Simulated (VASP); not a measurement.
# Sc (P6/mmm) in VASP: further runs

The runs below take Sc through relaxation of cell and atoms, with PBEsol.

Program: VASP 6.6.1. These are calculated values, not measurements. Logs are shortened: lines on timing, memory, paths and dates and some standing lists are left out, and cuts for length are marked.

**1. The cell of the first run**

The structure is hexagonal, space group P6/mmm (No. 191). The conventional cell has a = 5.058 Å, b = 5.058 Å, c = 3.204 Å, α = 90.00°, β = 90.00°, γ = 120.00°. Within 4.2 Å of Sc (site symmetry 6/mmm) lie 14 Sc at 3.20 to 3.33 Å. Within 3.8 Å of Sc (site symmetry -6m2) lie 11 Sc at 2.92 to 3.33 Å.

**2. Relaxation of cell and atoms, PBEsol, target pressure -0.46 GPa, at which the enthalpy is minimised**

Input file INCAR:

```
SYSTEM = Sc
PREC = Accurate
ENCUT = 600
EDIFF = 1E-7
ISMEAR = -1
SIGMA = 0.05
LREAL = .False.
LASPH = .True.
NELM = 60
ALGO = Normal
ISIF = 3
LWAVE = .False.
LCHARG = .False.
GGA = PS
IBRION = 2
NSW = 32
EDIFFG = -0.005
PSTRESS = -4.6000000000000005
```

Input file KPOINTS:

```
Automatic mesh
0
Gamma
  7 7 10
  0 0 0
```

Input file POSCAR:

```
Sc
1.0
    5.0575103183      0.0000000000      0.0000000000
   -2.5287551591      4.3799324155      0.0000000000
    0.0000000000      0.0000000000      3.2044167860
Sc
3
Direct
    0.0000000000      0.0000000000      0.0000000000
    0.3333333333      0.6666666667      0.5000000000
    0.6666666667      0.3333333333      0.5000000000
```

Potentials or basis: VASP PAW PBE potentials, release 64 (Sc_sv).

On the command line:

```console
$ cat potpaw_PBE.64/Sc_sv/POTCAR > POTCAR
$ mpirun -np 1 vasp_std > vasp.out
```

OUTCAR:

```text
SYSTEM = Sc
   PREC = Accurate
   ENCUT = 600
   EDIFF = 1E-7
   ISMEAR = -1
   LREAL = .False.
   LASPH = .True.
   NELM = 60
   ISIF = 3
   GGA = PS
   IBRION = 2
   NSW = 32
   EDIFFG = -0.005
   PSTRESS = -4.6000000000000005

 ion  position               nearest neighbor table
   1  0.000  0.000  0.000-   2 3.33   3 3.33   2 3.33   3 3.33   2 3.33   2 3.33   3 3.33   3 3.33
                             3 3.33   3 3.33   2 3.33   2 3.33
   2  0.333  0.667  0.500-   3 2.92   3 2.92   3 2.92   1 3.33   1 3.33   1 3.33   1 3.33   1 3.33
                             1 3.33
   3  0.667  0.333  0.500-   2 2.92   2 2.92   2 2.92   1 3.33   1 3.33   1 3.33   1 3.33   1 3.33
                             1 3.33

  LATTYP: Found a hexagonal cell.
 ALAT       =     5.0575103183
 C/A-ratio  =     0.6335956991

  Lattice vectors:

 A1 = (   5.0575103183,   0.0000000000,   0.0000000000)
 A2 = (  -2.5287551591,   4.3799324155,   0.0000000000)
 A3 = (   0.0000000000,   0.0000000000,   3.2044167860)

Analysis of symmetry for initial positions (statically):
=====================================================================
 Subroutine PRICEL returns:
 Original cell was already a primitive cell.

 Routine SETGRP: Setting up the symmetry group for a
 hexagonal supercell.

 Subroutine GETGRP returns: Found 24 space group operations
 (whereof 24 operations were pure point group operations)
 out of a pool of 24 trial point group operations.

The static configuration has the point symmetry D_6h.

Analysis of symmetry for dynamics (positions and initial velocities):
=====================================================================
 Subroutine PRICEL returns:
 Original cell was already a primitive cell.

 Routine SETGRP: Setting up the symmetry group for a
 hexagonal supercell.

 Subroutine GETGRP returns: Found 24 space group operations
 (whereof 24 operations were pure point group operations)
 out of a pool of 24 trial point group operations.

The dynamic configuration has the point symmetry D_6h.

 Subroutine INISYM returns: Found 24 space group operations
 (whereof 24 operations are pure point group operations),
 and found     1 'primitive' translations

[... 151 lines left out ...]
  -------------------------------------------------------------------------------------
  Total       -0.1694277     -0.1694277     -0.1757520     -0.0000000      0.0000000      0.0000000
  in kB       -3.8242109     -3.8242109     -3.9669592     -0.0000000      0.0000000      0.0000000
  external PRESSURE =       0.7282064 kB  Pullay stress =      -4.6000000 kB

 VOLUME and BASIS-vectors are now :
 -----------------------------------------------------------------------------
  energy-cutoff  :      600.00
  volume of cell :       70.98
      direct lattice vectors                 reciprocal lattice vectors
     5.057510318  0.000000000  0.000000000     0.197725746  0.114157013  0.000000000
    -2.528755159  4.379932415  0.000000000     0.000000000  0.228314025  0.000000000
     0.000000000  0.000000000  3.204416786     0.000000000  0.000000000  0.312069268

 POSITION                                       TOTAL-FORCE (eV/Angst)
 -----------------------------------------------------------------------------------
      0.00000      0.00000      0.00000        -0.000000      0.000000      0.000000
     -0.00000      2.91995      1.60221         0.000000      0.000000     -0.000000
      2.52876      1.45998      1.60221        -0.000000     -0.000000      0.000000
 -----------------------------------------------------------------------------------
    total drift:                               -0.000000      0.000000      0.000000

  FREE ENERGIE OF THE ION-ELECTRON SYSTEM (eV)
  ---------------------------------------------------
  free  energy   TOTEN  =       -19.6670398856 eV

  energy  without entropy=      -19.6160432641  energy(sigma->0) =      -19.64154157

  enthalpy is  TOTEN    =       -19.8708381279 eV   P V=       -0.2037982423

--------------------------------------- Ionic step        2  -------------------------------------------

 number of electron      33.0000001 magnetization

 Free energy of the ion-electron system (eV)
  ---------------------------------------------------
  ext. energy  EPLUGINS =         0.00000000
  ---------------------------------------------------
  free energy    TOTEN  =       -19.66674863 eV

  energy without entropy =      -19.61568174  energy(sigma->0) =      -19.64121519

 E-fermi :   3.7334     XC(G=0): -10.1473

 val. band max:        3.7268242054   @ k =   0.2857  -0.0000   0.2000
 cond. band min:       3.7384174377   @ k =   0.0000   0.0000   0.0000
 fundamental gap:      0.0115932323
 Fermi energy:         3.7333694970

 k-point     1 :       0.0000    0.0000    0.0000
  band No.  band energies     occupation
      1     -45.3537      2.00000
      2     -45.2819      2.00000
      3     -45.2189      2.00000
      4     -24.2257      2.00000
      5     -24.2257      2.00000
      6     -24.1001      2.00000
[... 541 lines left out ...]
     19       4.7036      0.00000
     20       4.7381      0.00000

 [... further k-points ...]
[... 5 lines left out ...]
  --------------------------------------------------------------------------------------
  -------------------------------------------------------------------------------------
  Total       -0.2043118     -0.2043118     -0.2043192     -0.0000000     -0.0000000     -0.0000000
  in kB       -4.6044210     -4.6044210     -4.6045878     -0.0000000     -0.0000000     -0.0000000
  external PRESSURE =      -0.0044766 kB  Pullay stress =      -4.6000000 kB

 VOLUME and BASIS-vectors are now :
 -----------------------------------------------------------------------------
  energy-cutoff  :      600.00
  volume of cell :       71.09
      direct lattice vectors                 reciprocal lattice vectors
     5.060305648 -0.000000000  0.000000000     0.197616522  0.114093952 -0.000000000
    -2.530152824  4.382353242  0.000000000     0.000000000  0.228187904 -0.000000000
     0.000000000  0.000000000  3.205862004    -0.000000000 -0.000000000  0.311928585

 POSITION                                       TOTAL-FORCE (eV/Angst)
 -----------------------------------------------------------------------------------
      5.06031     -0.00000      0.00000         0.000000     -0.000000     -0.000000
     -0.00000      2.92157      1.60293         0.000000      0.000000     -0.000000
      2.53015      1.46078      1.60293        -0.000000     -0.000000      0.000000
 -----------------------------------------------------------------------------------
    total drift:                                0.000000      0.000000      0.000000

  FREE ENERGIE OF THE ION-ELECTRON SYSTEM (eV)
  ---------------------------------------------------
  free  energy   TOTEN  =       -19.6667486347 eV

  energy  without entropy=      -19.6156817357  energy(sigma->0) =      -19.64121519

  enthalpy is  TOTEN    =       -19.8708642376 eV   P V=       -0.2041156029

 reached required accuracy - stopping structural energy minimisation
```

CONTCAR:

```text
Sc
   1.00000000000000
     5.0603056477767181   -0.0000000000001573    0.0000000000000000
    -2.5301528238384678    4.3823532418391071    0.0000000000000000
     0.0000000000000000    0.0000000000000000    3.2058620036797536
  Sc
     3
Direct
     1.0000000000000000    0.0000000000000000    0.0000000000000000
     0.3333333332999970    0.6666666667000030    0.5000000000000000
     0.6666666667000030    0.3333333332999970    0.5000000000000000

  0.00000000E+00  0.00000000E+00  0.00000000E+00
  0.00000000E+00  0.00000000E+00  0.00000000E+00
  0.00000000E+00  0.00000000E+00  0.00000000E+00
```

It took 2.6 min on 1 thread of Oxide Virtual Turin-like, shared host; peak memory 0.21 GiB.

What came out:

* Free energy: -19.6667 eV
* Relaxed volume: 23.70 Å³/atom
* Relaxed cell: a = 5.060 Å, b = 5.060 Å, c = 3.206 Å, α = 90.00°, β = 90.00°, γ = 120.00°
* Space group after relaxing (to 0.05 Å): P6/mmm (No. 191)
* Energy change on relaxing (the enthalpy is what falls): +0.1 meV/atom
* Ionic steps: 2
* Pressure after relaxing: -0.5 GPa

Step by step:
```csv
step,energy change (eV),largest force (eV/Å),pressure (GPa),volume (Å³)
1,0.0000,0.0000,-0.39,70.98
2,0.0003,0.0000,-0.46,71.09
```

Final structure:
```yaml
crystal:
  lattice:
    - [5.06031, 0.00000, 0.00000]
    - [-2.53015, 4.38235, 0.00000]
    - [0.00000, 0.00000, 3.20586]
  atoms:
    - { symbol: Sc, position: [0.00000, 0.00000, 0.00000] }
    - { symbol: Sc, position: [0.33333, 0.66667, 0.50000] }
    - { symbol: Sc, position: [0.66667, 0.33333, 0.50000] }
```

Caveat: the cell is relaxed towards a set pressure, so the enthalpy falls and the energy may rise; the PAW data sets were made with another functional, which shifts forces and pressure a little.

**3. Relaxation of cell and atoms, PBEsol, target pressure -0.46 GPa, at which the enthalpy is minimised**

This run uses another cell than the first one, of 23.80 Å³/atom, 1.006 times its volume.

Input file INCAR:

```
SYSTEM = Sc
  ALGO = Normal
  EDIFF = 1E-7
  EDIFFG = -0.005
  ENCUT = 600
  GGA = PS
  IBRION = 2
  ISIF = 3
  ISMEAR = -1
  LASPH = .True.
  LCHARG = .False.
  LREAL = .False.
  LWAVE = .False.
  NELM = 80
  NSW = 60
  PREC = Accurate
  PSTRESS = -4.6000000000000005
  SIGMA = 0.05
```

Input file KPOINTS:

```
k-points
0
Gamma
  7 7 10
  0 0 0
```

Input file POSCAR:

```
Sc
1.0
    5.1038369071      0.0000000000      0.0000000000
   -2.5519184535      4.4200524183      0.0000000000
    0.0000000000      0.0000000000      3.1643788824
Sc
3
Direct
    0.0000000000      0.0000000000      0.0000000000
    0.3333333333      0.6666666667      0.5000000000
    0.6666666667      0.3333333333      0.5000000000
```

Potentials or basis: VASP PAW PBE potentials, release 64 (Sc_sv).

On the command line:

```console
$ cat potpaw_PBE.64/Sc_sv/POTCAR > POTCAR
$ mpirun -np 1 vasp_std > vasp.out
```

Run time: 7.5 min. Hardware: 1 thread of Oxide Virtual Turin-like, shared host; peak memory 0.22 GiB.

Results (log left out):

| Item | Value |
| --- | --- |
| Free energy | -19.6668 eV |
| Relaxed volume | 23.69 Å³/atom |
| Relaxed cell | a = 5.060 Å, b = 5.060 Å, c = 3.206 Å, α = 90.00°, β = 90.00°, γ = 120.00° |
| Space group after relaxing (to 0.05 Å) | P6/mmm (No. 191) |
| Energy change on relaxing (the enthalpy is what falls) | -2.4 meV/atom |
| Ionic steps | 5 |
| Pressure after relaxing | -0.5 GPa |

Step by step:
| step | energy change (eV) | largest force (eV/Å) | pressure (GPa) | volume (Å³) |
| --- | --- | --- | --- | --- |
| 1 | 0.0000 | 0.0000 | -0.67 | 71.39 |
| 2 | -0.0065 | 0.0000 | -0.43 | 71.05 |
| 3 | -0.0078 | 0.0000 | -0.29 | 70.87 |
| 4 | -0.0071 | 0.0000 | -0.50 | 71.14 |
| 5 | -0.0073 | 0.0000 | -0.46 | 71.08 |

Final structure:
```xyz
3
Lattice="5.0601 0.0000 0.0000 -2.5300 4.3821 0.0000 0.0000 0.0000 3.2058" Properties=species:S:1:pos:R:3 pbc="T T T"
Sc    0.0000    0.0000    0.0000
Sc    0.0000    2.9214    1.6029
Sc    2.5300    1.4607    1.6029
```

Levels at points of the mesh, in eV from the Fermi level:
```
           k point  band 14  band 15  band 16  band 17  band 18  band 19  band 20
(0.00, 0.00, 0.00)    -0.80     0.01     0.01     0.02     0.02     0.77     1.70
(0.00, 0.00, 0.50)    -1.44    -0.87    -0.87    -0.54    -0.54     1.74     1.74
```

Caveat: the cell is relaxed towards a set pressure, so the enthalpy falls and the energy may rise; the PAW data sets were made with another functional, which shifts forces and pressure a little.
